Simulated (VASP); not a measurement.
A run of VASP 6.6.1:

INCAR

```
ALGO     = Normal         # electronic algorithm
EDIFF    = 1E-7           # SCF threshold, eV
ENCUT    = 520            # plane-wave cutoff, eV
GGA      = PE             # functional
ISIF     = 2              # what is computed and relaxed
ISMEAR   = 0              # smearing method
LASPH    = T              # aspherical terms in the spheres
LCHARG   = T              # write CHGCAR
LELF     = T              # ELF
LREAL    = F              # projectors in reciprocal space
LVHAR    = T            
LWAVE    = F              # write WAVECAR
NBANDS   = 33             # bands
NELM     = 100            # most SCF steps
PREC     = Accurate       # precision mode
SIGMA    = 0.1            # smearing width, eV
```

KPOINTS

```
k-points
0
Gamma
  4 4 4
```

Contents of POSCAR:

```
TeI6
1.0
    6.7419906700      0.0000000000      0.0000000000
    0.0000000000      6.7419906700      0.0000000000
    0.0000000000      0.0000000000      6.7419906700
Te I
1 6
Direct
    0.5000000000      0.5000000000      0.5000000000
    0.0000000000      0.5000000000      0.5000000000
    0.5000000000      0.0000000000      0.5000000000
    0.5000000000      0.5000000000      0.0000000000
    0.5000000000      0.0000000000      0.0000000000
    0.0000000000      0.5000000000      0.0000000000
    0.0000000000      0.0000000000      0.5000000000
```

Potentials or basis: VASP PAW PBE potentials, release 64 (Te, I).

The run is started by

```console
$ cat potpaw_PBE.64/Te/POTCAR potpaw_PBE.64/I/POTCAR > POTCAR
$ mpirun -np 1 vasp_std > vasp.out
```

Hardware: 1 thread of AMD EPYC 7R43 64-Core Processor (Zen 3), with other jobs on the host.

Estimate the wall time of this run.

Wall time 120 s on 1 thread of AMD EPYC 7R43 64-Core Processor (Zen 3), on a shared host, peak memory 0.34 GiB. Counts: scf iterations 17, k points 10.
